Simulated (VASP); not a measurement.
Wanted: the native input for a VASP 6.6.1 run.

```yaml
Task: relaxation of cell and atoms
Functional: PBE
Potentials_or_basis: VASP PAW PBE potentials, release 64 (Ir)
Cutoff: 600 eV
k_mesh: 15 × 15 × 8
Occupations: fermi-dirac, width 0.03 eV
Spin: no spin polarisation
Dipole_correction: no
Further_INCAR_settings: ALGO = Normal; EDIFF = 1e-06; IBRION = 2; EDIFFG = -0.005; NSW = 100; ISIF = 3
```

The structure of Ir lies in POSCAR:

```
Ir
1.0
    2.5654143566      0.0000000000      0.0000000000
   -1.2827071783      2.2217140041      0.0000000000
    0.0000000000      0.0000000000      4.1559712577
Ir
2
Direct
    0.3333333333      0.6666666667      0.2500000000
    0.6666666667      0.3333333333      0.7500000000
```

This isn't the form of Ir at room conditions, which is fcc.

One way to write it, as run:

INCAR

```
SYSTEM = Ir
ALGO = Normal
EDIFF = 1E-6
EDIFFG = -0.005
ENCUT = 600
GGA = PE
IBRION = 2
ISIF = 3
ISMEAR = -1
LASPH = .True.
LCHARG = .False.
LREAL = .False.
LWAVE = .False.
NELM = 80
NSW = 100
PREC = Accurate
SIGMA = 0.03
```

KPOINTS

```
k-points
0
Gamma
  15 15 8
  0 0 0
```

Potentials or basis: VASP PAW PBE potentials, release 64 (Ir).

The run is started by

```bash
$ cat potpaw_PBE.64/Ir/POTCAR > POTCAR
$ mpirun -np 1 vasp_std > vasp.out
```

It gave:

```yaml
Relaxed_volume: 14.59 Å³/atom
Relaxed_cell: a = 2.750 Å, b = 2.750 Å, c = 4.455 Å, α = 90.00°, β = 90.00°, γ = 120.00°
Space_group_after_relaxing_to_0.1_Å: P6_3/mmc (No. 194)
Pressure_after_relaxing: 0.0 GPa
Band_gap_on_the_k_mesh: zero (bands 9 and 10 overlap by 3.12 eV)
```

Caveat: the volume moved by over 15 % at a fixed basis, so the end points are rough; spin-orbit coupling is left out, which moves the levels of the heavy elements.

Run time: 6.5 min on 1 thread of Intel Xeon 8259CL, with other jobs on the host, peak memory 0.19 GiB.
